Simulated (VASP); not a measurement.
Set up this calculation in VASP 6.6.1, as the native input.

* Task: single point
* Functional: PBEsol
* Potentials or basis: VASP PAW PBE potentials, release 64 (Ag)
* Cutoff: 520 eV
* k mesh: 24 × 24 × 12
* Occupations: gaussian, width 0.1 eV
* Spin: no spin polarisation
* Dipole correction: no
* Further INCAR settings: ALGO = Fast; EDIFF = 1e-07; NBANDS = 18

The structure of Ag lies in POSCAR:

```
Ag
1.0
    2.7809820251      0.0000000000      0.0000000000
   -1.3904910125      2.4084010812      0.0000000000
    0.0000000000      0.0000000000      4.8127768041
Ag
2
Direct
    0.3333333333      0.6666666667      0.2500000000
    0.6666666667      0.3333333333      0.7500000000
```

This isn't the form of Ag at room conditions, which is fcc.

This cell differs from its parent crystal: biaxial strain in the a-b plane: -3.0 %, then relaxed in part.

These files were run (other wordings do the same):

INCAR

```
PREC = Accurate
ENCUT = 520
EDIFF = 1E-7
ISMEAR = 0
SIGMA = 0.1
LREAL = False
LASPH = True
NELM = 60
ALGO = Fast
ISIF = 2
LWAVE = False
LCHARG = False
GGA = PS
NBANDS = 18
```

KPOINTS

```
regular mesh
0
Gamma
  24 24 12
```

Potentials or basis: VASP PAW PBE potentials, release 64 (Ag).

The run is started by

```bash
$ cat potpaw_PBE.64/Ag/POTCAR > POTCAR
$ mpirun -np 1 vasp_std > vasp.out
```

Results of the run:

* Pressure: 4.8 GPa
* Band gap on the k mesh: zero (bands 11 and 12 overlap by 7.94 eV)

Caveat: the cell differs from its parent crystal (biaxial strain in the a-b plane: -3.0 %, then relaxed in part); the stress differs along the axes, from -0 to 7 GPa; the PAW data sets were made with another functional, which shifts forces and pressure a little.

Wall time 2.9 min on 1 thread of AMD EPYC 9R45 96-Core Processor (Zen 5), on a shared host, peak memory 0.29 GiB.
